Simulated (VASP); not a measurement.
Here is a VASP 6.6.1 calculation.

File INCAR:

```
SYSTEM = Ba
ALGO = Normal ; EDIFF = 1E-7
ENCUT = 520 ; ISIF = 2
ISMEAR = 1 ; LASPH = .TRUE.
LCHARG = .FALSE. ; LREAL = .FALSE.
LWAVE = .FALSE. ; NBANDS = 11
NELM = 60 ; PREC = Accurate
SIGMA = 0.2
```

Contents of KPOINTS:

```
k-points
0
G
  9 9 9
  0 0 0
```

File POSCAR:

```
Ba
1.0
   -2.3789385306      2.3789385306      2.3789385306
    2.3789385306     -2.3789385306      2.3789385306
    2.3789385306      2.3789385306     -2.3789385306
Ba
1
Direct
    0.0000000000      0.0000000000      0.0000000000
```

Potentials or basis: VASP PAW LDA potentials, release 64 (Ba_sv).

Launch:

```console
$ cat potpaw_LDA.64/Ba_sv/POTCAR > POTCAR
$ mpirun -np 1 vasp_std > vasp.out
```

Q: Estimate the pressure.

A: 0.0 GPa.

Q: What does it give for the band gap on the k mesh?

A: Zero (band 5 reaches 2.57 eV, above the bottom of band 6 at 1.31 eV).

Caveat: spin-orbit coupling is left out, which moves the levels of the heavy elements.
